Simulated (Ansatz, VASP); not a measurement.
## TiAl in VASP and in Ansatz

```
Ti Al
1.0
     4.62470    0.00000    0.00000
     0.00000    2.87555    0.00000
     0.00000    0.00000    4.89327
Ti Al
2 2
Direct
  0.25000 0.50000 0.66298
  0.75000 0.50000 0.33702
  0.75000 0.00000 0.83677
  0.25000 0.00000 0.16323
```

Alike in both runs: functional PBE; k mesh 10 × 16 × 10; occupations fermi-dirac, width 0.15 eV; no spin polarisation.

Ansatz relaxed the structure, and its values are those at the end. VASP's run is a single point on that final structure, the one shown.

|  | VASP | Ansatz |
| --- | --- | --- |
| version | VASP 6.6.1 | Ansatz 0.2.0 |
| potentials or method | VASP PAW PBE potentials, release 64 (Ti_sv, Al), cutoff 500 eV | scalar-relativistic, plane waves, PAW |
| valence electrons in the cell | 30 | 30 |

|  | VASP | Ansatz | Ansatz less VASP |
| --- | --- | --- | --- |
| gap on the k mesh at the Fermi level (eV) | none | none | - |
| pressure (GPa) | -0.1 | 0.0 | +0.08 |

A gap of «none» marks a metal or a gap that the smearing closes.
